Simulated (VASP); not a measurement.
# WSe2 (P6_3/mmc) in VASP: notebook

WSe2 is run at these levels: r2SCAN; tasks: single point.

All numbers are computed with VASP 6.6.1; they aren't measurements. Logs are shortened: lines on timing, memory, paths and dates and some standing lists are left out, and cuts for length are marked.

**1. The cell of the first run**

The structure is hexagonal, space group P6_3/mmc (No. 194). Conventional cell: a = 3.348 Å, b = 3.348 Å, c = 13.866 Å, α = 90.00°, β = 90.00°, γ = 120.00°. W (site symmetry -6m2) has 6 Se at 2.54 Å and 6 W at 3.35 Å within 3.4 Å. Se (site symmetry 3m) has 3 W at 2.54 Å and 7 Se at 3.30 to 3.35 Å within 3.4 Å.

**2. Single point, r2SCAN (equal strain along all axes, cell held: +1.0 %, then relaxed in part)**

POSCAR

```
WSe2
1.0
    3.3482667925      0.0000000000      0.0000000000
   -1.6741333962      2.8996841009      0.0000000000
    0.0000000000      0.0000000000     13.8662053378
W Se
2 4
Direct
    0.6666666667      0.3333333333      0.7500000000
    0.3333333333      0.6666666667      0.2500000000
    0.3333333333      0.6666666667      0.8690408831
    0.6666666667      0.3333333333      0.3690408831
    0.3333333333      0.6666666667      0.6309591169
    0.6666666667      0.3333333333      0.1309591169
```

INCAR.step1

```
SYSTEM = WSe2
PREC = Accurate
ENCUT = 520
ISMEAR = 0
SIGMA = 0.02
LREAL = .False.
LASPH = .True.
NELM = 60
NBANDS = 35
GGA = PE
ALGO = Normal
EDIFF = 1E-4
LWAVE = .True.
LCHARG = .False.
```

INCAR.step2

```
SYSTEM = WSe2
PREC = Accurate
ENCUT = 520
EDIFF = 1E-7
ISMEAR = 0
SIGMA = 0.02
LREAL = .False.
LASPH = .True.
NELM = 60
ALGO = Normal
ISIF = 2
LWAVE = .False.
LCHARG = .False.
METAGGA = R2SCAN
LMIXTAU = .True.
NBANDS = 35
ISTART = 1
```

KPOINTS

```
Automatic mesh
0
Gamma
  12 12 2
  0 0 0
```

Potentials or basis: VASP PAW PBE potentials, release 64 (W_sv, Se).

Launch:

```
cat potpaw_PBE.64/W_sv/POTCAR potpaw_PBE.64/Se/POTCAR > POTCAR
cp INCAR.step1 INCAR
mpirun -np 1 vasp_std > vasp.out
cp INCAR.step2 INCAR
mpirun -np 1 vasp_std > vasp.out
```

OUTCAR:

```text
SYSTEM = WSe2
   PREC = Accurate
   ENCUT = 520
   EDIFF = 1E-7
   ISMEAR = 0
   LREAL = .False.
   LASPH = .True.
   NELM = 60
   ISIF = 2
   METAGGA = R2SCAN
   ISTART = 1

 ion  position               nearest neighbor table
   1  0.667  0.333  0.750-   3 2.54   5 2.54   3 2.54   5 2.54   3 2.54   5 2.54
   2  0.333  0.667  0.250-   4 2.54   6 2.54   4 2.54   6 2.54   4 2.54   6 2.54
   3  0.333  0.667  0.869-   1 2.54   1 2.54   1 2.54
   4  0.667  0.333  0.369-   2 2.54   2 2.54   2 2.54
   5  0.333  0.667  0.631-   1 2.54   1 2.54   1 2.54
   6  0.667  0.333  0.131-   2 2.54   2 2.54   2 2.54

  LATTYP: Found a hexagonal cell.
 ALAT       =     3.3482667925
 C/A-ratio  =     4.1413083834

  Lattice vectors:

 A1 = (   3.3482667925,   0.0000000000,   0.0000000000)
 A2 = (  -1.6741333962,   2.8996841009,   0.0000000000)
 A3 = (   0.0000000000,   0.0000000000,  13.8662053378)

Analysis of symmetry for initial positions (statically):
=====================================================================
 Subroutine PRICEL returns:
 Original cell was already a primitive cell.

 Routine SETGRP: Setting up the symmetry group for a
 hexagonal supercell.

 Subroutine GETGRP returns: Found 24 space group operations
 (whereof 12 operations were pure point group operations)
 out of a pool of 24 trial point group operations.

The static configuration has the point symmetry D_3d.
 The point group associated with its full space group is D_6h.

Analysis of symmetry for dynamics (positions and initial velocities):
=====================================================================
 Subroutine PRICEL returns:
 Original cell was already a primitive cell.

 Routine SETGRP: Setting up the symmetry group for a
 hexagonal supercell.

 Subroutine GETGRP returns: Found 24 space group operations
 (whereof 12 operations were pure point group operations)
 out of a pool of 24 trial point group operations.

The dynamic configuration has the point symmetry D_3d.
 The point group associated with its full space group is D_6h.

 Subroutine INISYM returns: Found 24 space group operations
 (whereof 12 operations are pure point group operations),
 and found     1 'primitive' translations

----------------------------------------------------------------------------------------

                                     Primitive cell

  volume of cell :     134.6258

  direct lattice vectors                    reciprocal lattice vectors
     3.348266793  0.000000000  0.000000000     0.298661983  0.172432576  0.000000000
    -1.674133396  2.899684101  0.000000000     0.000000000  0.344865153  0.000000000
     0.000000000  0.000000000 13.866205338     0.000000000  0.000000000  0.072117784

  length of vectors
     3.348266793  3.348266792 13.866205338     0.344865153  0.344865153  0.072117784

  position of ions in fractional coordinates (direct lattice)
     0.666666667  0.333333333  0.750000000
     0.333333333  0.666666667  0.250000000
     0.333333333  0.666666667  0.869040883
     0.666666667  0.333333333  0.369040883
     0.333333333  0.666666667  0.630959117
     0.666666667  0.333333333  0.130959117

  ion indices of the primitive-cell ions
   primitive index   ion index
                 1           1
                 2           2
                 3           3
                 4           4
                 5           5
                 6           6

----------------------------------------------------------------------------------------

 KPOINTS: Automatic mesh

Automatic generation of k-mesh.
 Grid dimensions read from file:
 generate k-points for:   12   12    2

 Generating k-lattice:

  Cartesian coordinates                     Fractional coordinates (reciprocal lattice)
     0.024888499  0.014369381  0.000000000     0.083333333 -0.000000000  0.000000000
     0.000000000  0.028738763  0.000000000     0.000000000  0.083333333  0.000000000
     0.000000000  0.000000000  0.036058892     0.000000000  0.000000000  0.500000000

  Length of vectors
     0.028738763  0.028738763  0.036058892

  Shift w.r.t. Gamma in fractional coordinates (k-lattice)
     0.000000000  0.000000000  0.000000000

 Subroutine IBZKPT returns following result:
 ===========================================

 Found     38 irreducible k-points:

 Following reciprocal coordinates:
            Coordinates               Weight
  0.000000  0.000000  0.000000      1.000000
  0.083333  0.000000  0.000000      6.000000
  0.166667  0.000000  0.000000      6.000000
  0.250000  0.000000  0.000000      6.000000
  0.333333  0.000000  0.000000      6.000000
  0.416667  0.000000  0.000000      6.000000
[... 16 lines left out ...]
  0.250000  0.000000  0.500000      6.000000
  0.333333  0.000000  0.500000      6.000000
 [... further k-points ...]
   k-points           NKPTS =     38   k-points in BZ     NKDIM =     38   number of bands    NBANDS=     35
   number of dos      NEDOS =    301   number of ions     NIONS =      6
   total plane-waves  NPLWV =  84672
   dimension x,y,z NGX =    28 NGY =   28 NGZ =  108
   dimension x,y,z NGXF=    56 NGYF=   56 NGZF=  216
   ions per type =               2   4
   NGX,Y,Z   is equivalent  to a cutoff of  13.90, 13.90, 12.95 a.u.
   NGXF,Y,Z  is equivalent  to a cutoff of  27.80, 27.80, 25.90 a.u.
 SYSTEM =  WSe2
   PREC   = accura    normal or accurate (medium, high low for compatibility)
   ISTART =      1    job   : 0-new  1-cont  2-samecut
   ICHARG =      0    charge: 1-file 2-atom 10-const
   ISPIN  =      1    spin polarized calculation?
   LNONCOLLINEAR =      F non collinear calculations
   LSORBIT =      F    spin-orbit coupling
   LASPH  =      T    aspherical Exc in radial PAW
   ENCUT  =  520.0 eV  38.22 Ry    6.18 a.u.   6.23  6.23 25.78*2*pi/ulx,y,z
   NELM   =     60;   NELMIN=  2; NELMDL=  0     # of ELM steps
   EDIFF  = 0.1E-06   stopping-criterion for ELM
   LREAL  =      F    real-space projection
   EDIFFG = 0.1E-05   stopping-criterion for IOM
   NSW    =      0    number of steps for IOM
   IBRION =     -1    ionic relax: 0-MD 1-quasi-New 2-CG
   NFREE  =      0    steps in history (QN), initial steepest desc. (CG)
   ISIF   =      2    stress and relaxation
   ISYM   =      2    0-nonsym 1-usesym 2-fastsym
   POTIM  = 0.5000    time-step for ionic-motion
   TEBEG  =    0.0;   TEEND  =   0.0 temperature during run
   PSTRESS=    0.0 pullay stress
   NELECT =      52.0000    total number of electrons
   NUPDOWN=      -1.0000    fix difference up-down
   EMIN   =  10.00;   EMAX   =-10.00  energy-range for DOS
   EFERMI =   0.00;   METHOD = LEGACY
   ISMEAR =     0;   SIGMA  =   0.02  broadening in eV -4-tet -1-fermi 0-gaus
   EFERMI_NEDOS =   21; number of points for ismear=-14 and -15
   IALGO  =     38    algorithm
   IMIX   =      4    mixing-type and parameters
     AMIX     =   0.40;   BMIX     =  1.00
     AMIX_MAG =   1.60;   BMIX_MAG =  1.00
  volume/ion in A,a.u.               =      22.44       151.42
  Fermi-wavevector in a.u.,A,eV,Ry     =   1.192248  2.253021 19.340063  1.421455
  Thomas-Fermi vector in A             =   2.328290
   LORBIT       =      0    0 simple, 1 ext, 2 COOP (PROOUT), +10 PAW based schemes
   METAGGA = R2SCAN    functional components
   LHFCALC =     F    Hartree Fock is set to
   AEXX    =    0.0000 exact exchange contribution
   IVDW    =     0    specifies the selected vdW correction
   LEPSILON=     F    determine dielectric tensor
   LRPA    =     F    only Hartree local field effects (RPA)
 non-spin polarized calculation
 Gauss-broadening in eV      SIGMA  =   0.02
  energy-cutoff  :      520.00
  volume of cell :      134.63
 maximum number of plane-waves:      3647
 NGX is ok and might be reduce to    28
   NGX = 13   NGY = 13   NGZ = 51

 number of electron      52.0000001 magnetization

 Free energy of the ion-electron system (eV)
  ---------------------------------------------------
  ext. energy  EPLUGINS =         0.00000000
  ---------------------------------------------------
  free energy    TOTEN  =      -163.57701076 eV

  energy without entropy =     -163.57701076  energy(sigma->0) =     -163.57701076

 E-fermi :   5.1852     XC(G=0): -10.7079

 val. band max:        4.9380905652   @ k =   0.0000   0.0000   0.0000
 cond. band min:       6.1802344851   @ k =   0.3333   0.3333   0.5000
 fundamental gap:      1.2421439199
 Fermi energy:         5.1852213796

 k-point     1 :       0.0000    0.0000    0.0000
  band No.  band energies     occupation
      1     -71.3726      2.00000
      2     -71.3726      2.00000
      3     -34.9273      2.00000
      4     -34.9273      2.00000
      5     -34.8564      2.00000
      6     -34.8564      2.00000
[... 27 lines left out ...]
     34       7.9103      0.00000
     35       9.6088      0.00000

 k-point     2 :       0.0833    0.0000    0.0000
  band No.  band energies     occupation
      1     -71.3720      2.00000
      2     -71.3720      2.00000
      3     -34.9245      2.00000
      4     -34.9245      2.00000
      5     -34.8706      2.00000
      6     -34.8705      2.00000
[... 27 lines left out ...]
     34       7.8703      0.00000
     35      10.1804      0.00000

 k-point     3 :       0.1667    0.0000    0.0000
  band No.  band energies     occupation
      1     -71.3703      2.00000
      2     -71.3703      2.00000
      3     -34.9170      2.00000
      4     -34.9170      2.00000
      5     -34.9089      2.00000
      6     -34.9089      2.00000
[... 27 lines left out ...]
     34       8.3147      0.00000
     35      11.0880      0.00000

 k-point     4 :       0.2500    0.0000    0.0000
  band No.  band energies     occupation
      1     -71.3680      2.00000
      2     -71.3680      2.00000
      3     -34.9608      2.00000
      4     -34.9608      2.00000
      5     -34.9068      2.00000
      6     -34.9068      2.00000
[... 27 lines left out ...]
     34       8.7785      0.00000
     35      11.5141      0.00000

 k-point     5 :       0.3333    0.0000    0.0000
  band No.  band energies     occupation
      1     -71.3657      2.00000
      2     -71.3657      2.00000
      3     -35.0122      2.00000
      4     -35.0122      2.00000
      5     -34.8966      2.00000
      6     -34.8966      2.00000
[... 638 lines left out ...]
 k-point    22 :       0.1667    0.0000    0.5000
  band No.  band energies     occupation
      1     -71.3703      2.00000
      2     -71.3703      2.00000
      3     -34.9170      2.00000
      4     -34.9170      2.00000
      5     -34.9089      2.00000
      6     -34.9089      2.00000
[... 27 lines left out ...]
     34       8.2772      0.00000
     35      11.4295      0.00000

 k-point    23 :       0.2500    0.0000    0.5000
  band No.  band energies     occupation
      1     -71.3680      2.00000
      2     -71.3680      2.00000
      3     -34.9608      2.00000
      4     -34.9608      2.00000
      5     -34.9068      2.00000
      6     -34.9068      2.00000
[... 27 lines left out ...]
     34       8.7125      0.00000
     35      11.7254      0.00000

 k-point    24 :       0.3333    0.0000    0.5000
  band No.  band energies     occupation
      1     -71.3657      2.00000
      2     -71.3657      2.00000
      3     -35.0122      2.00000
      4     -35.0122      2.00000
      5     -34.8966      2.00000
      6     -34.8966      2.00000
[... 27 lines left out ...]
     34       9.0268      0.00000
     35      11.0397      0.00000

 [... further k-points ...]

------------------------ aborting loop because EDIFF is reached ----------------------------------------

  FORCE on cell =-STRESS in cart. coord.  units (eV):
  Direction    XX          YY          ZZ          XY          YZ          ZX
  --------------------------------------------------------------------------------------
  -------------------------------------------------------------------------------------
  Total       -1.6300243     -1.6300243      0.0508335     -0.0000000      0.0000000      0.0000000
  in kB      -19.3988633    -19.3988633      0.6049674     -0.0000000      0.0000000      0.0000000
  external PRESSURE =     -12.7309197 kB  Pullay stress =       0.0000000 kB

 VOLUME and BASIS-vectors are now :
 -----------------------------------------------------------------------------
  energy-cutoff  :      520.00
  volume of cell :      134.63
      direct lattice vectors                 reciprocal lattice vectors
     3.348266793  0.000000000  0.000000000     0.298661983  0.172432576  0.000000000
    -1.674133396  2.899684101  0.000000000     0.000000000  0.344865153  0.000000000
     0.000000000  0.000000000 13.866205338     0.000000000  0.000000000  0.072117784

 POSITION                                       TOTAL-FORCE (eV/Angst)
 -----------------------------------------------------------------------------------
      1.67413      0.96656     10.39965         0.000000     -0.000000     -0.000000
     -0.00000      1.93312      3.46655        -0.000000     -0.000000     -0.000000
     -0.00000      1.93312     12.05030         0.000000     -0.000000      0.042300
      1.67413      0.96656      5.11720        -0.000000     -0.000000      0.042300
     -0.00000      1.93312      8.74901         0.000000      0.000000     -0.042300
      1.67413      0.96656      1.81591        -0.000000     -0.000000     -0.042300
 -----------------------------------------------------------------------------------
    total drift:                               -0.000000      0.000000     -0.000000

  FREE ENERGIE OF THE ION-ELECTRON SYSTEM (eV)
  ---------------------------------------------------
  free  energy   TOTEN  =      -163.5770107558 eV

  energy  without entropy=     -163.5770107558  energy(sigma->0) =     -163.57701076
```

Wall time 17 min (1 thread of Intel Xeon Platinum 8259CL at 2.50GHz (Skylake/Cascade Lake), shared host); peak memory 0.39 GiB.

Results:

```
Free energy            : -163.5770 eV
Pressure               : -1.3 GPa
Largest force          : 0.042 eV/Å
Band gap on the k mesh : 1.24 eV, indirect (least direct gap 1.47 eV)
```

Forces in eV/Å, atoms in the order of the input:
```
W    0.000  0.000  0.000
W    0.000  0.000  0.000
Se   0.000  0.000  0.042
Se   0.000  0.000  0.042
Se   0.000  0.000 -0.042
Se   0.000  0.000 -0.042
```

Caveat: the cell differs from its parent crystal (equal strain along all axes, cell held: +1.0 %, then relaxed in part); the PAW data sets were made with another functional, which shifts forces and pressure a little; spin-orbit coupling is left out, which moves the levels of the heavy elements. A k mesh can miss the band edges.

**3. Single point, r2SCAN**

POSCAR is that of step 2.

INCAR.step1

```
PREC = Accurate
ENCUT = 520
ISMEAR = 0
SIGMA = 0.02
LREAL = False
LASPH = True
NELM = 80
NBANDS = 35
GGA = PE
ALGO = Normal
EDIFF = 1E-4
LWAVE = True
LCHARG = False
```

INCAR.step2

```
PREC = Accurate
ENCUT = 520
EDIFF = 1E-6
ISMEAR = 0
SIGMA = 0.02
LREAL = False
LASPH = True
NELM = 80
ALGO = Normal
ISIF = 2
LWAVE = False
LCHARG = True
METAGGA = R2SCAN
LMIXTAU = True
LELF = True
LVHAR = True
NBANDS = 35
ISTART = 1
```

KPOINTS

```
Automatic mesh
0
Gamma
  12 12 2
```

Potentials or basis: VASP PAW PBE potentials, release 64 (W_sv, Se).

Launch:

```
cat potpaw_PBE.64/W_sv/POTCAR potpaw_PBE.64/Se/POTCAR > POTCAR
cp INCAR.step1 INCAR
mpirun -np 1 vasp_std > vasp.out
cp INCAR.step2 INCAR
mpirun -np 1 vasp_std > vasp.out
```

Wall time 16 min (1 thread of Intel Xeon Platinum 8259CL at 2.50GHz (Skylake/Cascade Lake), shared host); peak memory 0.39 GiB.

Results (log left out):

```
Free energy            : -163.5770 eV
Pressure               : -1.3 GPa
Largest force          : 0.042 eV/Å
Band gap on the k mesh : 1.24 eV, indirect (least direct gap 1.47 eV)
```

Forces on the atoms (eV/Å):
```
W    0.000  0.000  0.000
W    0.000  0.000  0.000
Se   0.000  0.000  0.042
Se   0.000  0.000  0.042
Se   0.000  0.000 -0.042
Se   0.000  0.000 -0.042
```

Stress tensor (GPa, compression positive):
```
-1.94  0.00  0.00
 0.00 -1.94  0.00
 0.00  0.00  0.06
```

Levels at points of the mesh, in eV from the valence-band top:
| k point | band 24 | band 25 | band 26 | band 27 | band 28 | band 29 |
| --- | --- | --- | --- | --- | --- | --- |
| (0.00, 0.00, 0.00) | -1.52 | -0.75 | 0.00 | 2.72 | 2.72 | 2.74 |
| (0.50, 0.00, 0.00) | -1.42 | -1.30 | -1.23 | 2.10 | 2.12 | 2.45 |
| (0.00, 0.00, 0.50) | -1.73 | -0.23 | -0.23 | 2.73 | 2.73 | 2.73 |
| (0.50, 0.00, 0.50) | -1.47 | -1.26 | -1.26 | 2.11 | 2.11 | 2.52 |

Caveat: the PAW data sets were made with another functional, which shifts forces and pressure a little; spin-orbit coupling is left out, which moves the levels of the heavy elements. A k mesh can miss the band edges.
